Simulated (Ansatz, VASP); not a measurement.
HfO2 in VASP and in Ansatz

The input POSCAR:

```
HfO2
1.0
    4.8382036340      0.0000000000      0.0000000000
    0.0000000000      4.8382036340      0.0000000000
    0.3864417500      0.0000000000      3.2203479163
Hf O
2 4
Direct
    0.0000000000      0.0000000000      0.0000000000
    0.5000000000      0.5000000000      0.5000000000
    0.2010169873      0.8099832469      0.4786329403
    0.2989830127      0.3099832469      0.0213670597
    0.7010169873      0.6900167531     -0.0213670597
    0.7989830127      0.1900167531      0.5213670597
```

INCAR.step1

```
PREC = Accurate
ENCUT = 520
ISMEAR = 0
SIGMA = 0.02
LREAL = F
LASPH = T
NELM = 100
NBANDS = 31
GGA = PE
ALGO = Normal
EDIFF = 1E-4
LWAVE = T
LCHARG = F
```

File INCAR.step2:

```
PREC = Accurate
ENCUT = 520
EDIFF = 1E-6
ISMEAR = 0
SIGMA = 0.02
LREAL = F
LASPH = T
NELM = 100
ALGO = Normal
ISIF = 2
LWAVE = F
LCHARG = T
METAGGA = R2SCAN
LMIXTAU = T
LELF = T
LVHAR = T
NBANDS = 31
ISTART = 1
```

KPOINTS

```
Automatic mesh
0
Gamma
  6 6 8
```

Input for Ansatz:

```yaml
crystal:
  lattice:
    - [4.838203634, 0.0, 0.0]
    - [0.0, 4.838203634, 0.0]
    - [0.38644175, 0.0, 3.2203479163]
  atoms:
    - { symbol: Hf, position: [0.0, 0.0, 0.0] }
    - { symbol: Hf, position: [0.5, 0.5, 0.5] }
    - { symbol: O, position: [0.2010169873, 0.8099832469, 0.4786329403] }
    - { symbol: O, position: [0.2989830127, 0.3099832469, 0.0213670597] }
    - { symbol: O, position: [0.7010169873, 0.6900167531, -0.0213670597] }
    - { symbol: O, position: [0.7989830127, 0.1900167531, 0.5213670597] }
basis:
  ecutwfc: 500
kpoints:
  mp_grid: { grid: [6, 6, 8] }
  band_path: { path: [VBM, CBM], npoints: 2 }
hamiltonian:
  xc: r2scan
scf:
  occupations: { method: gaussian, width: 0.02 }
output:
  forces: true
  stress: true
  eigenvalues: true
checkpoint:
  read: start.run
  write: ck
  compress: false
  write_wavefunctions: false
  write_every: 100000
```

Alike in both runs: task single point; functional r2SCAN; k mesh 6 × 6 × 8; occupations gaussian, width 0.02 eV; no spin polarisation.

|  | VASP | Ansatz |
| --- | --- | --- |
| version | VASP 6.6.1 | Ansatz 0.2.0 |
| potentials or method | VASP PAW PBE potentials, release 64 (Hf_pv, O), cutoff 520 eV | scalar-relativistic, plane waves, PAW |
| valence electrons in the cell | 44 | 76 |

```csv
,VASP,Ansatz,Ansatz less VASP
gap on the k mesh at the Fermi level (eV),4.13,4.19,+0.051
least direct gap on the mesh (eV),4.13,4.19,+0.051
pressure (GPa),-4.0,-0.9,+3.11
"traceless stress, the component that is largest in VASP (GPa)",-13.47,-13.25,+0.220
rms of the force components (eV/Å),0.031,0.002,-0.0291
```

VASP's potentials were made for PBE, not for r2SCAN. Atom by atom the forces differ by 0.030 eV/Å (rms over components). VASP's potentials hold 44 valence electrons a cell and Ansatz's 76, so a difference there can come from the potentials and not from the codes.

Neither program's run includes spin-orbit coupling.
